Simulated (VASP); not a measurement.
# BaZrO3 (Pm-3m) in VASP: a series of runs, part 2 of 2

VASP 6.6.1. Earlier steps stand in the parts before.

## Step 4: Single point, PBE

Contents of INCAR:

```
ALGO = Normal ; EDIFF = 1E-7
ENCUT = 520 ; GGA = PE
ISIF = 2 ; ISMEAR = 0
LASPH = True ; LCHARG = False
LREAL = False ; LWAVE = False
NBANDS = 28 ; NELM = 100
PREC = Accurate ; SIGMA = 0.02
```

Contents of KPOINTS:

```
k-points
0
Gamma
  6 6 6
```

Contents of POSCAR:

```
BaZrO3
1.0
    4.2274555943      0.0000000000      0.0000000000
    0.0000000000      4.2274555943      0.0000000000
    0.0000000000      0.0000000000      4.2274555943
Ba Zr O
1 1 3
Direct
    0.5000000000      0.5000000000      0.5000000000
    0.0000000000      0.0000000000      0.0000000000
    0.5000000000      0.0000000000      0.0000000000
    0.0000000000      0.5000000000      0.0000000000
    0.0000000000      0.0000000000      0.5000000000
```

Potentials or basis: VASP PAW PBE potentials, release 64 (Ba_sv, Zr_sv, O).

The run is started by

```
cat potpaw_PBE.64/Ba_sv/POTCAR potpaw_PBE.64/Zr_sv/POTCAR potpaw_PBE.64/O/POTCAR > POTCAR
mpirun -np 1 vasp_std > vasp.out
```

OUTCAR:

```text
EDIFF = 1E-7
   ENCUT = 520
   GGA = PE
   ISIF = 2
   ISMEAR = 0
   LASPH = True
   LREAL = False
   NELM = 100
   PREC = Accurate

 ion  position               nearest neighbor table
   1  0.500  0.500  0.500-   3 2.99   4 2.99   5 2.99   3 2.99   4 2.99   3 2.99   5 2.99   3 2.99
                             4 2.99   5 2.99   4 2.99   5 2.99   2 3.66   2 3.66   2 3.66   2 3.66
   2  0.000  0.000  0.000-   3 2.11   4 2.11   5 2.11   5 2.11   4 2.11   3 2.11   1 3.66   1 3.66
                             1 3.66   1 3.66   1 3.66   1 3.66   1 3.66   1 3.66
[... 821 lines left out ...]
  -------------------------------------------------------------------------------------
  Total        0.4314526      0.4314526      0.4314526      0.0000000      0.0000000     -0.0000000
  in kB        9.1496924      9.1496924      9.1496924      0.0000000      0.0000000     -0.0000000
  external PRESSURE =       9.1496924 kB  Pullay stress =       0.0000000 kB

 VOLUME and BASIS-vectors are now :
 -----------------------------------------------------------------------------
  energy-cutoff  :      520.00
  volume of cell :       75.55
      direct lattice vectors                 reciprocal lattice vectors
     4.227455594  0.000000000  0.000000000     0.236548907  0.000000000  0.000000000
     0.000000000  4.227455594  0.000000000     0.000000000  0.236548907  0.000000000
     0.000000000  0.000000000  4.227455594     0.000000000  0.000000000  0.236548907

 POSITION                                       TOTAL-FORCE (eV/Angst)
 -----------------------------------------------------------------------------------
      2.11373      2.11373      2.11373         0.000000      0.000000      0.000000
      0.00000      0.00000      0.00000         0.000000      0.000000      0.000000
      2.11373      0.00000      0.00000         0.000000      0.000000      0.000000
      0.00000      2.11373      0.00000         0.000000      0.000000      0.000000
      0.00000      0.00000      2.11373         0.000000      0.000000      0.000000
 -----------------------------------------------------------------------------------
    total drift:                                0.000000      0.000000     -0.000000

  FREE ENERGIE OF THE ION-ELECTRON SYSTEM (eV)
  ---------------------------------------------------
  free  energy   TOTEN  =       -41.7235499816 eV

  energy  without entropy=      -41.7235499816  energy(sigma->0) =      -41.72354998
```

OSZICAR:

```text
N       E                     dE             d eps       ncg     rms          rms(c)
DAV:   1     0.311943730976E+03    0.31194E+03   -0.21969E+04  1120   0.139E+03
DAV:   2    -0.289159274002E+02   -0.34086E+03   -0.33059E+03  1380   0.340E+02
DAV:   3    -0.485723821932E+02   -0.19656E+02   -0.19558E+02  1544   0.832E+01
DAV:   4    -0.493661118929E+02   -0.79373E+00   -0.79290E+00  1748   0.120E+01
DAV:   5    -0.493708603944E+02   -0.47485E-02   -0.47482E-02  1472   0.109E+00    0.275E+01
DAV:   6    -0.418534240801E+02    0.75174E+01   -0.38704E+01  1332   0.380E+01    0.121E+01
DAV:   7    -0.417395642179E+02    0.11386E+00   -0.27798E+00  1572   0.914E+00    0.738E+00
DAV:   8    -0.417269291420E+02    0.12635E-01   -0.40347E-01  1320   0.445E+00    0.750E-01
DAV:   9    -0.417220730130E+02    0.48561E-02   -0.66641E-02  1548   0.142E+00    0.545E-01
DAV:  10    -0.417239542342E+02   -0.18812E-02   -0.18096E-02  1528   0.107E+00    0.268E-01
DAV:  11    -0.417234835852E+02    0.47065E-03   -0.22720E-03  1396   0.385E-01    0.418E-02
DAV:  12    -0.417235538212E+02   -0.70236E-04   -0.21208E-04  1304   0.977E-02    0.473E-02
DAV:  13    -0.417235495181E+02    0.43031E-05   -0.46206E-05  1656   0.455E-02    0.820E-03
DAV:  14    -0.417235500290E+02   -0.51094E-06   -0.53114E-06  1304   0.174E-02    0.455E-03
DAV:  15    -0.417235499816E+02    0.47403E-07   -0.41693E-07  1436   0.412E-03
   1 F= -.41723550E+02 E0= -.41723550E+02  d E =-.108697E-43
```

Wall time 42 s (1 thread of AMD EPYC 7R13 (Zen 3), shared host); peak memory 0.17 GiB.

What came out:

- Free energy: -41.7235 eV
- Pressure: 0.9 GPa
- Band gap on the k mesh: 3.13 eV, indirect (least direct gap 3.38 eV)

Caveat: spin-orbit coupling is left out, which moves the levels of the heavy elements.

## Step 5: Relaxation of cell and atoms, PBE

Contents of INCAR:

```
SYSTEM = BaZrO3
  PREC = Accurate
  ENCUT = 600
  EDIFF = 1E-6
  ISMEAR = 0
  SIGMA = 0.02
  LREAL = .False.
  LASPH = .True.
  NELM = 80
  ALGO = Normal
  ISIF = 3
  LWAVE = .False.
  LCHARG = .False.
  GGA = PE
  IBRION = 2
  NSW = 100
  EDIFFG = -0.01
```

Contents of KPOINTS:

```
Automatic mesh
0
Gamma
  6 6 6
  0 0 0
```

Changes to POSCAR since step 4:

```diff
@@ -2,5 +2,5 @@
 1.0
-    4.2274555943      0.0000000000      0.0000000000
-    0.0000000000      4.2274555943      0.0000000000
-    0.0000000000      0.0000000000      4.2274555943
+    4.2267268713      0.0000000000      0.0000000000
+    0.0000000000      4.2267268713      0.0000000000
+    0.0000000000      0.0000000000      4.2267268713
 Ba Zr O
```

The run is started by

```
cat potpaw_PBE.64/Ba_sv/POTCAR potpaw_PBE.64/Zr_sv/POTCAR potpaw_PBE.64/O/POTCAR > POTCAR
mpirun -np 1 vasp_std > vasp.out
```

Run time: 2.8 min. Hardware: 1 thread of AMD EPYC 7R13 (Zen 3), shared host; peak memory 0.21 GiB.

The run converged. Its results:

```
Free energy                            : -41.7319 eV
Relaxed volume                         : 15.19 Å³/atom
Relaxed cell                           : a = 4.235 Å, b = 4.235 Å, c = 4.235 Å, α = 90.00°, β = 90.00°, γ = 90.00°
Space group after relaxing (to 0.05 Å) : Pm-3m (No. 221)
Energy gained by relaxing              : 0.2 meV/atom
Ionic steps                            : 3
Pressure after relaxing                : 0.0 GPa
Band gap on the k mesh                 : 3.12 eV, indirect (least direct gap 3.38 eV)
```

The path:
| step | energy change (eV) | largest force (eV/Å) | pressure (GPa) | volume (Å³) |
| --- | --- | --- | --- | --- |
| 1 | 0.0000 | 0.0000 | 0.84 | 75.51 |
| 2 | 0.0001 | 0.0000 | -0.86 | 76.38 |
| 3 | -0.0011 | 0.0000 | 0.00 | 75.94 |

Final structure:
```cif
data_structure
_symmetry_space_group_name_H-M 'P 1'
_symmetry_Int_Tables_number 1
_cell_length_a 4.2346
_cell_length_b 4.2346
_cell_length_c 4.2346
_cell_angle_alpha 90.000
_cell_angle_beta 90.000
_cell_angle_gamma 90.000
_cell_volume 75.94
loop_
_atom_site_label
_atom_site_type_symbol
_atom_site_fract_x
_atom_site_fract_y
_atom_site_fract_z
_atom_site_occupancy
Ba1 Ba 0.50000 0.50000 0.50000 1
Zr1 Zr 0.00000 0.00000 0.00000 1
O1 O 0.50000 0.00000 0.00000 1
O2 O 0.00000 0.50000 0.00000 1
O3 O 0.00000 0.00000 0.50000 1
```

Levels at points of the mesh, in eV from the valence-band top:
| k point | band 18 | band 19 | band 20 | band 21 | band 22 | band 23 |
| --- | --- | --- | --- | --- | --- | --- |
| (0.00, 0.00, 0.00) | -0.26 | -0.26 | -0.26 | 3.12 | 3.12 | 3.12 |
| (0.50, 0.00, 0.00) | -1.60 | -0.49 | -0.49 | 3.54 | 5.51 | 5.51 |
| (0.50, 0.50, 0.00) | -0.93 | -0.86 | -0.07 | 5.48 | 5.48 | 6.28 |
| (0.50, 0.50, 0.50) | 0.00 | 0.00 | 0.00 | 5.86 | 5.86 | 5.86 |

Caveat: spin-orbit coupling is left out, which moves the levels of the heavy elements.

## Step 6: Summary

```csv
task,cell,k mesh,cutoff (eV),smearing,gap on the mesh (eV),pressure (GPa)
single point,"a = 4.227 Å, 5 atoms",4 × 4 × 4,520,gaussian 0.1 eV,3.13,1.0
single point,"a = 4.227 Å, 5 atoms",6 × 6 × 6,520,gaussian 0.02 eV,3.13,0.9
relaxation of cell and atoms,"relaxed from a = 4.227 Å, 5 atoms",6 × 6 × 6,600,gaussian 0.02 eV,3.12,0.0
```

Alike in all rows: level PBE; potentials or basis VASP PAW PBE potentials, release 64 (Ba_sv, Zr_sv, O); no spin polarisation.

Caveats: spin-orbit coupling is left out, which moves the levels of the heavy elements.

Absolute energies hang on the potentials; compare differences alone.
